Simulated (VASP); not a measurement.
# TePb (I4/mmm) in VASP: single point with PBEsol

Aim: the single point of TePb with PBEsol.

Everything below comes from runs of VASP 6.6.1. Logs are shortened: lines on timing, memory, paths and dates and some standing lists are left out, and cuts for length are marked.

**1. The cell of the first run**

Symmetry: I4/mmm, No. 139, tetragonal system. Conventional cell: a = 4.490 Å, b = 4.490 Å, c = 6.667 Å, α = 90.00°, β = 90.00°, γ = 90.00°. Te (site symmetry 4/mmm) has 6 Pb at 3.17 to 3.33 Å within 4.2 Å. Within 4.2 Å of Pb (site symmetry 4/mmm) lie 6 Te at 3.17 to 3.33 Å.

**2. Single point, PBEsol**

INCAR reads:

```
SYSTEM = TePb
PREC     = Accurate       ! precision mode
ENCUT    = 520            ! plane-wave cutoff, eV
EDIFF    = 1E-6           ! SCF threshold, eV
ISMEAR   = 0              ! smearing method
SIGMA    = 0.05           ! smearing width, eV
LREAL    = .False.        ! projectors in reciprocal space
LASPH    = .True.         ! aspherical terms in the spheres
NELM     = 60             ! most SCF steps
ALGO     = Normal         ! electronic algorithm
ISIF     = 2              ! what is computed and relaxed
LWAVE    = .False.        ! write WAVECAR
LCHARG   = .False.        ! write CHGCAR
GGA      = PS             ! functional
NBANDS   = 17             ! bands
```

KPOINTS reads:

```
regular mesh
0
Gamma
  8 8 8
  0 0 0
```

POSCAR reads:

```
TePb
1.0
    0.0000000000      3.1749425097      3.3336896352
    3.1749425097      0.0000000000      3.3336896352
    3.1749425097      3.1749425097      0.0000000000
Te Pb
1 1
Direct
    0.5000000000      0.5000000000      0.5000000000
    0.0000000000      0.0000000000      0.0000000000
```

Potentials or basis: VASP PAW PBE potentials, release 64 (Te, Pb_d).

Run with:

```sh
$ cat potpaw_PBE.64/Te/POTCAR potpaw_PBE.64/Pb_d/POTCAR > POTCAR
$ mpirun -np 1 vasp_std > vasp.out
```

OUTCAR:

```text
SYSTEM = TePb
   PREC = Accurate
   ENCUT = 520
   EDIFF = 1E-6
   ISMEAR = 0
   LREAL = .False.
   LASPH = .True.
   NELM = 60
   ISIF = 2
   GGA = PS

 ion  position               nearest neighbor table
   1  0.500  0.500  0.500-   2 3.17   2 3.17   2 3.17   2 3.17   2 3.33   2 3.33
   2  0.000  0.000  0.000-   1 3.17   1 3.17   1 3.17   1 3.17   1 3.33   1 3.33

  LATTYP: Found a body centered tetragonal cell.
 ALAT       =     4.4900467570
 C/A-ratio  =     1.4849242405

  Lattice vectors:

 A1 = (  -3.1749425097,   0.0000000000,   3.3336896352)
 A2 = (   3.1749425097,   0.0000000000,   3.3336896352)
 A3 = (   0.0000000000,   3.1749425097,  -3.3336896352)

Analysis of symmetry for initial positions (statically):
=====================================================================
 Subroutine PRICEL returns:
 Original cell was already a primitive cell.

 Routine SETGRP: Setting up the symmetry group for a
 body centered tetragonal supercell.

 Subroutine GETGRP returns: Found 16 space group operations
 (whereof 16 operations were pure point group operations)
 out of a pool of 16 trial point group operations.

The static configuration has the point symmetry D_4h.

Analysis of symmetry for dynamics (positions and initial velocities):
=====================================================================
 Subroutine PRICEL returns:
 Original cell was already a primitive cell.

 Routine SETGRP: Setting up the symmetry group for a
 body centered tetragonal supercell.

 Subroutine GETGRP returns: Found 16 space group operations
 (whereof 16 operations were pure point group operations)
 out of a pool of 16 trial point group operations.

The dynamic configuration has the point symmetry D_4h.

 Subroutine INISYM returns: Found 16 space group operations
 (whereof 16 operations are pure point group operations),
 and found     1 'primitive' translations

----------------------------------------------------------------------------------------

                                     Primitive cell

  volume of cell :      67.2089

  direct lattice vectors                    reciprocal lattice vectors
     0.000000000  3.174942510  3.333689635    -0.157483167  0.157483167  0.149983968
     3.174942510  0.000000000  3.333689635     0.157483167 -0.157483167  0.149983968
     3.174942510  3.174942510  0.000000000     0.157483167  0.157483167 -0.149983968

  length of vectors
     4.603666639  4.603666639  4.490046757     0.268509006  0.268509006  0.268509006

  position of ions in fractional coordinates (direct lattice)
     0.500000000  0.500000000  0.500000000
     0.000000000  0.000000000  0.000000000

  ion indices of the primitive-cell ions
   primitive index   ion index
                 1           1
                 2           2

----------------------------------------------------------------------------------------

 KPOINTS: regular mesh

Automatic generation of k-mesh.
 Grid dimensions read from file:
 generate k-points for:    8    8    8

 Generating k-lattice:

  Cartesian coordinates                     Fractional coordinates (reciprocal lattice)
    -0.019685396  0.019685396  0.018747996     0.125000000 -0.000000000  0.000000000
     0.019685396 -0.019685396  0.018747996    -0.000000000  0.125000000  0.000000000
     0.019685396  0.019685396 -0.018747996     0.000000000  0.000000000  0.125000000

  Length of vectors
     0.033563626  0.033563626  0.033563626

  Shift w.r.t. Gamma in fractional coordinates (k-lattice)
     0.000000000  0.000000000  0.000000000

 Subroutine IBZKPT returns following result:
 ===========================================

 Found     59 irreducible k-points:

 Following reciprocal coordinates:
            Coordinates               Weight
  0.000000  0.000000  0.000000      1.000000
  0.125000  0.000000  0.000000      8.000000
  0.250000  0.000000  0.000000      8.000000
  0.375000 -0.000000  0.000000      8.000000
  0.500000  0.000000  0.000000      4.000000
  0.125000  0.125000  0.000000      2.000000
[... 16 lines left out ...]
  0.250000 -0.000000  0.125000     16.000000
  0.375000  0.000000  0.125000     16.000000
 [... further k-points ...]
   k-points           NKPTS =     59   k-points in BZ     NKDIM =     59   number of bands    NBANDS=     17
   number of dos      NEDOS =    301   number of ions     NIONS =      2
   total plane-waves  NPLWV =  46656
   dimension x,y,z NGX =    36 NGY =   36 NGZ =   36
   dimension x,y,z NGXF=    72 NGYF=   72 NGZF=   72
   ions per type =               1   1
   NGX,Y,Z   is equivalent  to a cutoff of  13.00, 13.00, 13.33 a.u.
   NGXF,Y,Z  is equivalent  to a cutoff of  26.00, 26.00, 26.66 a.u.
 SYSTEM =  TePb
   PREC   = accura    normal or accurate (medium, high low for compatibility)
   ISTART =      0    job   : 0-new  1-cont  2-samecut
   ICHARG =      2    charge: 1-file 2-atom 10-const
   ISPIN  =      1    spin polarized calculation?
   LNONCOLLINEAR =      F non collinear calculations
   LSORBIT =      F    spin-orbit coupling
   LASPH  =      T    aspherical Exc in radial PAW
   ENCUT  =  520.0 eV  38.22 Ry    6.18 a.u.   8.56  8.56  8.35*2*pi/ulx,y,z
   NELM   =     60;   NELMIN=  2; NELMDL= -5     # of ELM steps
   EDIFF  = 0.1E-05   stopping-criterion for ELM
   LREAL  =      F    real-space projection
   EDIFFG = 0.1E-04   stopping-criterion for IOM
   NSW    =      0    number of steps for IOM
   IBRION =     -1    ionic relax: 0-MD 1-quasi-New 2-CG
   NFREE  =      0    steps in history (QN), initial steepest desc. (CG)
   ISIF   =      2    stress and relaxation
   ISYM   =      2    0-nonsym 1-usesym 2-fastsym
   POTIM  = 0.5000    time-step for ionic-motion
   TEBEG  =    0.0;   TEEND  =   0.0 temperature during run
   PSTRESS=    0.0 pullay stress
   NELECT =      20.0000    total number of electrons
   NUPDOWN=      -1.0000    fix difference up-down
   EMIN   =  10.00;   EMAX   =-10.00  energy-range for DOS
   EFERMI =   0.00;   METHOD = LEGACY
   ISMEAR =     0;   SIGMA  =   0.05  broadening in eV -4-tet -1-fermi 0-gaus
   EFERMI_NEDOS =   21; number of points for ismear=-14 and -15
   IALGO  =     38    algorithm
   IMIX   =      4    mixing-type and parameters
     AMIX     =   0.40;   BMIX     =  1.00
     AMIX_MAG =   1.60;   BMIX_MAG =  1.00
  volume/ion in A,a.u.               =      33.60       226.77
  Fermi-wavevector in a.u.,A,eV,Ry     =   1.092972  2.065418 16.253366  1.194589
  Thomas-Fermi vector in A             =   2.229249
   LORBIT       =      0    0 simple, 1 ext, 2 COOP (PROOUT), +10 PAW based schemes
   GGA     = PS    functional components
   LHFCALC =     F    Hartree Fock is set to
   AEXX    =    0.0000 exact exchange contribution
   IVDW    =     0    specifies the selected vdW correction
   LEPSILON=     F    determine dielectric tensor
   LRPA    =     F    only Hartree local field effects (RPA)
 non-spin polarized calculation
 Gauss-broadening in eV      SIGMA  =   0.05
  energy-cutoff  :      520.00
  volume of cell :       67.21
 maximum number of plane-waves:      1841
 NGX is ok and might be reduce to    36
   NGX = 17   NGY = 17   NGZ = 17

 number of electron      20.0000004 magnetization

 Free energy of the ion-electron system (eV)
  ---------------------------------------------------
  ext. energy  EPLUGINS =         0.00000000
  ---------------------------------------------------
  free energy    TOTEN  =        -8.22180269 eV

  energy without entropy =       -8.22180269  energy(sigma->0) =       -8.22180269

 E-fermi :   5.8210     XC(G=0):  -9.4833

 val. band max:        5.5695851482   @ k =   0.5000   0.0000   0.0000
 cond. band min:       6.1187077560   @ k =   0.5000   0.0000   0.0000
 fundamental gap:      0.5491226078
 Fermi energy:         5.8209875742

 k-point     1 :       0.0000    0.0000    0.0000
  band No.  band energies     occupation
      1     -11.1393      2.00000
      2     -11.1195      2.00000
      3     -11.1195      2.00000
      4     -11.1175      2.00000
      5     -11.1070      2.00000
      6      -6.5683      2.00000
[... 9 lines left out ...]
     16      11.3672      0.00000
     17      12.4421      0.00000

 k-point     2 :       0.1250    0.0000    0.0000
  band No.  band energies     occupation
      1     -11.1402      2.00000
      2     -11.1208      2.00000
      3     -11.1190      2.00000
      4     -11.1168      2.00000
      5     -11.1048      2.00000
      6      -6.4333      2.00000
[... 9 lines left out ...]
     16      11.6407      0.00000
     17      13.3008      0.00000

 k-point     3 :       0.2500    0.0000    0.0000
  band No.  band energies     occupation
      1     -11.1432      2.00000
      2     -11.1279      2.00000
      3     -11.1177      2.00000
      4     -11.1112      2.00000
      5     -11.0986      2.00000
      6      -6.0444      2.00000
[... 9 lines left out ...]
     16      12.3900      0.00000
     17      15.0498      0.00000

 k-point     4 :       0.3750   -0.0000    0.0000
  band No.  band energies     occupation
      1     -11.1470      2.00000
      2     -11.1350      2.00000
      3     -11.1168      2.00000
      4     -11.1055      2.00000
      5     -11.0915      2.00000
      6      -5.4828      2.00000
[... 9 lines left out ...]
     16      13.6635      0.00000
     17      16.0344      0.00000
[... 343 lines left out ...]
      1     -11.1382      2.00000
      2     -11.1230      2.00000
      3     -11.1212      2.00000
      4     -11.1165      2.00000
      5     -11.1023      2.00000
      6      -6.3786      2.00000
[... 9 lines left out ...]
     16      12.2176      0.00000
     17      12.6605      0.00000

 k-point    23 :       0.2500   -0.0000    0.1250
  band No.  band energies     occupation
      1     -11.1409      2.00000
      2     -11.1292      2.00000
      3     -11.1215      2.00000
      4     -11.1122      2.00000
      5     -11.0962      2.00000
      6      -6.0647      2.00000
[... 9 lines left out ...]
     16      12.9876      0.00000
     17      13.7366      0.00000

 k-point    24 :       0.3750    0.0000    0.1250
  band No.  band energies     occupation
      1     -11.1464      2.00000
      2     -11.1357      2.00000
      3     -11.1193      2.00000
      4     -11.1075      2.00000
      5     -11.0895      2.00000
      6      -5.5490      2.00000
[... 9 lines left out ...]
     16      14.1983      0.00000
     17      15.3152      0.00000

 [... further k-points ...]

------------------------ aborting loop because EDIFF is reached ----------------------------------------

  FORCE on cell =-STRESS in cart. coord.  units (eV):
  Direction    XX          YY          ZZ          XY          YZ          ZX
  --------------------------------------------------------------------------------------
  -------------------------------------------------------------------------------------
  Total        0.7610438      0.7610438     -1.4484222      0.0000000      0.0000000      0.0000000
  in kB       18.1423414     18.1423414    -34.5285927      0.0000000      0.0000000      0.0000000
  external PRESSURE =       0.5853634 kB  Pullay stress =       0.0000000 kB

 VOLUME and BASIS-vectors are now :
 -----------------------------------------------------------------------------
  energy-cutoff  :      520.00
  volume of cell :       67.21
      direct lattice vectors                 reciprocal lattice vectors
     0.000000000  3.174942510  3.333689635    -0.157483167  0.157483167  0.149983968
     3.174942510  0.000000000  3.333689635     0.157483167 -0.157483167  0.149983968
     3.174942510  3.174942510  0.000000000     0.157483167  0.157483167 -0.149983968

 POSITION                                       TOTAL-FORCE (eV/Angst)
 -----------------------------------------------------------------------------------
      3.17494      3.17494      3.33369         0.000000     -0.000000      0.000000
      0.00000      0.00000      0.00000        -0.000000      0.000000     -0.000000
 -----------------------------------------------------------------------------------
    total drift:                               -0.000000      0.000000      0.000000

  FREE ENERGIE OF THE ION-ELECTRON SYSTEM (eV)
  ---------------------------------------------------
  free  energy   TOTEN  =        -8.2218026949 eV

  energy  without entropy=       -8.2218026949  energy(sigma->0) =       -8.22180269
```

Run time: 46 s. Hardware: 1 thread of Intel Xeon Platinum 8259CL at 2.50GHz (Skylake/Cascade Lake), shared host; peak memory 0.24 GiB.

Results:

| Quantity | Value |
| --- | --- |
| Free energy | -8.2218 eV |
| Pressure | 0.1 GPa |
| Band gap on the k mesh | 0.55 eV |

Stress tensor (GPa, compression positive):
```
 1.81  0.00  0.00
 0.00  1.81  0.00
 0.00  0.00 -3.45
```

Caveat: the PAW data sets were made with another functional, which shifts forces and pressure a little; spin-orbit coupling is left out, which moves the levels of the heavy elements. A k mesh can miss the band edges.
